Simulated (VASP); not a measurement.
A run of VASP 6.6.1:

INCAR

```
PREC = Accurate ; ENCUT = 520
EDIFF = 1E-7 ; ISMEAR = 1
SIGMA = 0.3 ; LREAL = False
LASPH = True ; NELM = 60
ALGO = Normal ; ISIF = 2
LWAVE = False ; LCHARG = True
LELF = True ; LVHAR = True
NBANDS = 12
```

The input KPOINTS:

```
regular mesh
0
Gamma
  11 11 11
```

File POSCAR:

```
Hg
1.0
    1.7463233735      1.0082402698      2.1478810803
   -1.7463233735      1.0082402698      2.1478810803
    0.0000000000     -2.0164805396      2.1478810803
Hg
1
Direct
    0.0000000000      1.0000000000      0.0000000000
```

Potentials or basis: VASP PAW LDA potentials, release 64 (Hg).

Launch:

```sh
$ cat potpaw_LDA.64/Hg/POTCAR > POTCAR
$ mpirun -np 1 vasp_std > vasp.out
```

Hardware: 1 thread of Intel Xeon 8259CL, on a shared host.

Q: Estimate the wall time of this run.

A: It took 30 s on 1 thread of Intel Xeon 8259CL (shared host), peak memory 0.16 GiB. Counts: scf iterations 11, k points 146.
